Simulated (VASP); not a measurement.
# TlBr (Pm-3m) in VASP: single point with PBE

Aim: the single point of TlBr with PBE.

Program: VASP 6.6.1. These are calculated values, not measurements. Logs are shortened: lines on timing, memory, paths and dates and some standing lists are left out, and cuts for length are marked.

### 1 The cell of the first run

Symmetry: Pm-3m, No. 221, cubic system. Conventional cell: a = 3.973 Å, b = 3.973 Å, c = 3.973 Å, α = 90.00°, β = 90.00°, γ = 90.00°. Within 4.5 Å of Tl (site symmetry m-3m) lie 8 Br at 3.44 Å and 6 Tl at 3.97 Å. Within 4.5 Å of Br (site symmetry m-3m) lie 8 Tl at 3.44 Å and 6 Br at 3.97 Å.

### 2 Single point, PBE, non-collinear spin, zero start, spin-orbit coupling

The input, INCAR:

```
SYSTEM = TlBr
  PREC = Accurate
  ENCUT = 500
  EDIFF = 1E-6
  ISMEAR = -1
  SIGMA = 0.1
  LREAL = .False.
  LASPH = .True.
  NELM = 200
  ALGO = Normal
  ISIF = 2
  LWAVE = .False.
  LCHARG = .False.
  LNONCOLLINEAR = .True.
  MAGMOM = 0 0 0 0 0 0
  LORBIT = 11
  LSORBIT = .True.
  GGA_COMPAT = .False.
  LORBMOM = .True.
  GGA = PE
  NBANDS = 32
```

The input, KPOINTS:

```
regular mesh
0
Gamma
  7 7 7
  0 0 0
```

The input, POSCAR:

```
TlBr
1.0
    3.9728360000      0.0000000000      0.0000000000
    0.0000000000      3.9728360000      0.0000000000
    0.0000000000      0.0000000000      3.9728360000
Tl Br
1 1
Direct
    0.0000000000      0.0000000000      0.0000000000
    0.5000000000      0.5000000000      0.5000000000
```

Potentials or basis: VASP PAW PBE potentials, release 64 (Tl_d, Br).

On the command line:

```console
$ cat potpaw_PBE.64/Tl_d/POTCAR potpaw_PBE.64/Br/POTCAR > POTCAR
$ mpirun -np 1 vasp_ncl > vasp.out
```

OUTCAR:

```text
SYSTEM = TlBr
   PREC = Accurate
   ENCUT = 500
   EDIFF = 1E-6
   ISMEAR = -1
   LREAL = .False.
   LASPH = .True.
   NELM = 200
   ISIF = 2
   LNONCOLLINEAR = .True.
   LORBIT = 11
   LSORBIT = .True.
   GGA = PE

 ion  position               nearest neighbor table
   1  0.000  0.000  0.000-   2 3.44   2 3.44   2 3.44   2 3.44   2 3.44   2 3.44   2 3.44   2 3.44

   2  0.500  0.500  0.500-   1 3.44   1 3.44   1 3.44   1 3.44   1 3.44   1 3.44   1 3.44   1 3.44

  LATTYP: Found a simple cubic cell.
 ALAT       =     3.9728360000

  Lattice vectors:

 A1 = (   3.9728360000,   0.0000000000,   0.0000000000)
 A2 = (   0.0000000000,   3.9728360000,   0.0000000000)
 A3 = (   0.0000000000,   0.0000000000,   3.9728360000)

Analysis of symmetry for initial positions (statically):
=====================================================================
 Subroutine PRICEL returns:
 Original cell was already a primitive cell.

 Routine SETGRP: Setting up the symmetry group for a
 simple cubic supercell.

 Subroutine GETGRP returns: Found 48 space group operations
 (whereof 48 operations were pure point group operations)
 out of a pool of 48 trial point group operations.

The static configuration has the point symmetry O_h .

Analysis of symmetry for dynamics (positions and initial velocities):
=====================================================================
 Subroutine PRICEL returns:
 Original cell was already a primitive cell.

 Routine SETGRP: Setting up the symmetry group for a
 simple cubic supercell.

 Subroutine GETGRP returns: Found 48 space group operations
 (whereof 48 operations were pure point group operations)
 out of a pool of 48 trial point group operations.

The dynamic configuration has the point symmetry O_h .

Analysis of structural, dynamic, and magnetic symmetry:
=====================================================================
 Subroutine PRICEL returns:
 Original cell was already a primitive cell.

 Routine SETGRP: Setting up the symmetry group for a
 simple cubic supercell.

 Subroutine GETGRP returns: Found 48 space group operations
 (whereof 48 operations were pure point group operations)
 out of a pool of 48 trial point group operations.

The overall configuration has the point symmetry O_h .

 Subroutine INISYM returns: Found 48 space group operations
 (whereof 48 operations are pure point group operations),
 and found     1 'primitive' translations

----------------------------------------------------------------------------------------

                                     Primitive cell

  volume of cell :      62.7050

  direct lattice vectors                    reciprocal lattice vectors
     3.972836000  0.000000000  0.000000000     0.251709358  0.000000000  0.000000000
     0.000000000  3.972836000  0.000000000     0.000000000  0.251709358  0.000000000
     0.000000000  0.000000000  3.972836000     0.000000000  0.000000000  0.251709358

  length of vectors
     3.972836000  3.972836000  3.972836000     0.251709358  0.251709358  0.251709358

  position of ions in fractional coordinates (direct lattice)
     0.000000000  0.000000000  0.000000000
     0.500000000  0.500000000  0.500000000

  ion indices of the primitive-cell ions
   primitive index   ion index
                 1           1
                 2           2

----------------------------------------------------------------------------------------

 KPOINTS: regular mesh

Automatic generation of k-mesh.
 Grid dimensions read from file:
 generate k-points for:    7    7    7

 Generating k-lattice:

  Cartesian coordinates                     Fractional coordinates (reciprocal lattice)
     0.035958480  0.000000000  0.000000000     0.142857143  0.000000000  0.000000000
     0.000000000  0.035958480  0.000000000     0.000000000  0.142857143  0.000000000
     0.000000000  0.000000000  0.035958480     0.000000000  0.000000000  0.142857143

  Length of vectors
     0.035958480  0.035958480  0.035958480

[... 90 lines left out ...]

 Free energy of the ion-electron system (eV)
  ---------------------------------------------------
  ext. energy  EPLUGINS =         0.00000000
  ---------------------------------------------------
  free energy    TOTEN  =        -5.74537290 eV

  energy without entropy =       -5.74535829  energy(sigma->0) =       -5.74536560

 E-fermi :   3.2800     XC(G=0):  -8.9976

 val. band max:        2.3000666381   @ k =   0.4286   0.0000   0.0000
 cond. band min:       4.1730074322   @ k =   0.4286   0.4286   0.4286
 fundamental gap:      1.8729407941
 Fermi energy:         3.2800236012

 k-point     1 :       0.0000    0.0000    0.0000
  band No.  band energies     occupation
      1     -11.3553      1.00000
      2     -11.3553      1.00000
      3      -8.8774      1.00000
      4      -8.8774      1.00000
      5      -8.8774      1.00000
      6      -8.8774      1.00000
[... 689 lines left out ...]
     31      14.8919      0.00000
     32      14.8919      0.00000

------------------------ aborting loop because EDIFF is reached ----------------------------------------

  FORCE on cell =-STRESS in cart. coord.  units (eV):
  Direction    XX          YY          ZZ          XY          YZ          ZX
  --------------------------------------------------------------------------------------
  -------------------------------------------------------------------------------------
  Total        0.4699409      0.4699409      0.4699409     -0.0000000     -0.0000000     -0.0000000
  in kB       12.0074819     12.0074819     12.0074819     -0.0000000     -0.0000000     -0.0000000
  external PRESSURE =      12.0074819 kB  Pullay stress =       0.0000000 kB

 VOLUME and BASIS-vectors are now :
 -----------------------------------------------------------------------------
  energy-cutoff  :      500.00
  volume of cell :       62.70
      direct lattice vectors                 reciprocal lattice vectors
     3.972836000  0.000000000  0.000000000     0.251709358  0.000000000  0.000000000
     0.000000000  3.972836000  0.000000000     0.000000000  0.251709358  0.000000000
     0.000000000  0.000000000  3.972836000     0.000000000  0.000000000  0.251709358

 POSITION                                       TOTAL-FORCE (eV/Angst)
 -----------------------------------------------------------------------------------
      0.00000      0.00000      0.00000         0.000000      0.000000      0.000000
      1.98642      1.98642      1.98642         0.000000      0.000000      0.000000
 -----------------------------------------------------------------------------------
    total drift:                               -0.000000      0.000000      0.000000

  FREE ENERGIE OF THE ION-ELECTRON SYSTEM (eV)
  ---------------------------------------------------
  free  energy   TOTEN  =        -5.7453729027 eV

  energy  without entropy=       -5.7453582910  energy(sigma->0) =       -5.74536560

 orbital moment (x)

 # of ion     p       d       tot
 ----------------------------------------
  1         0.000  -0.000  -0.000
  2         0.000   0.000   0.000
 ----------------------------------------
            0.000  -0.000  -0.000

 orbital moment (y)

 # of ion     p       d       tot
 ----------------------------------------
  1        -0.000   0.000   0.000
  2         0.000   0.000   0.000
 ----------------------------------------
           -0.000   0.000   0.000

 orbital moment (z)

 # of ion     p       d       tot
 ----------------------------------------
  1         0.000   0.000   0.000
  2         0.000   0.000   0.000
 ----------------------------------------
            0.000   0.000   0.000

 Spin-Orbit-Coupling matrix elements

 Ion:    1  E_soc:     -0.3769108
 l=   1
     0.0000000    -0.0143244    -0.0143244
    -0.0143244     0.0000000    -0.0143244
    -0.0143244    -0.0143244     0.0000000
 l=   2
     0.0000000    -0.0096378     0.0000000    -0.0096378    -0.0388563
    -0.0096378     0.0000000    -0.0291422    -0.0096378    -0.0097141
     0.0000000    -0.0291422     0.0000000    -0.0291422     0.0000000
    -0.0096378    -0.0096378    -0.0291422     0.0000000    -0.0097141
    -0.0388563    -0.0097141     0.0000000    -0.0097141     0.0000000
 l=   3
     0.0000000     0.0000000     0.0000000     0.0000000     0.0000000     0.0000000     0.0000000
     0.0000000     0.0000000     0.0000000     0.0000000     0.0000000     0.0000000     0.0000000
     0.0000000     0.0000000     0.0000000     0.0000000     0.0000000     0.0000000     0.0000000
     0.0000000     0.0000000     0.0000000     0.0000000     0.0000000     0.0000000     0.0000000
     0.0000000     0.0000000     0.0000000     0.0000000     0.0000000     0.0000000     0.0000000
     0.0000000     0.0000000     0.0000000     0.0000000     0.0000000     0.0000000     0.0000000
     0.0000000     0.0000000     0.0000000     0.0000000     0.0000000     0.0000000     0.0000000

 Ion:    2  E_soc:     -0.0605391
 l=   1
     0.0000000    -0.0100899    -0.0100899
    -0.0100899     0.0000000    -0.0100899
    -0.0100899    -0.0100899     0.0000000
 l=   2
     0.0000000    -0.0000005     0.0000000    -0.0000005     0.0000005
    -0.0000005     0.0000000     0.0000004    -0.0000005     0.0000001
     0.0000000     0.0000004     0.0000000     0.0000004     0.0000000
    -0.0000005    -0.0000005     0.0000004     0.0000000     0.0000001
     0.0000005     0.0000001     0.0000000     0.0000001     0.0000000
 l=   3
     0.0000000     0.0000000     0.0000000     0.0000000     0.0000000     0.0000000     0.0000000
     0.0000000     0.0000000     0.0000000     0.0000000     0.0000000     0.0000000     0.0000000
     0.0000000     0.0000000     0.0000000     0.0000000     0.0000000     0.0000000     0.0000000
     0.0000000     0.0000000     0.0000000     0.0000000     0.0000000     0.0000000     0.0000000
     0.0000000     0.0000000     0.0000000     0.0000000     0.0000000     0.0000000     0.0000000
     0.0000000     0.0000000     0.0000000     0.0000000     0.0000000     0.0000000     0.0000000
     0.0000000     0.0000000     0.0000000     0.0000000     0.0000000     0.0000000     0.0000000

 total charge

# of ion       s       p       d       tot
------------------------------------------
    1        1.309   0.139   9.666  11.114
    2        1.616   3.223   0.007   4.846
--------------------------------------------------
tot          2.925   3.362   9.673  15.960

 magnetization (x)

# of ion       s       p       d       tot
------------------------------------------
    1        0.000   0.000   0.000   0.000
    2       -0.000  -0.000   0.000  -0.000
--------------------------------------------------
tot          0.000   0.000   0.000   0.000

 magnetization (y)

# of ion       s       p       d       tot
------------------------------------------
    1        0.000  -0.000  -0.000   0.000
    2        0.000  -0.000  -0.000  -0.000
--------------------------------------------------
tot          0.000  -0.000  -0.000   0.000

 magnetization (z)

# of ion       s       p       d       tot
------------------------------------------
    1        0.000   0.000   0.000   0.000
    2        0.000  -0.000  -0.000  -0.000
--------------------------------------------------
tot          0.000  -0.000  -0.000   0.000
```

Run time: 1.7 min. Hardware: 1 thread of Oxide Virtual Turin-like, shared host; peak memory 0.27 GiB.

Results:

```
Free energy                                           : -5.7454 eV
Pressure                                              : 1.2 GPa
Net moment                                            : 0.00 μB per cell
Valence electrons inside the program's atomic spheres : Tl 11.11; Br 4.85
```

Moments on the atoms (μB; x, y, z):
```
Tl  0.00 0.00 0.00
Br  0.00 0.00 0.00
```
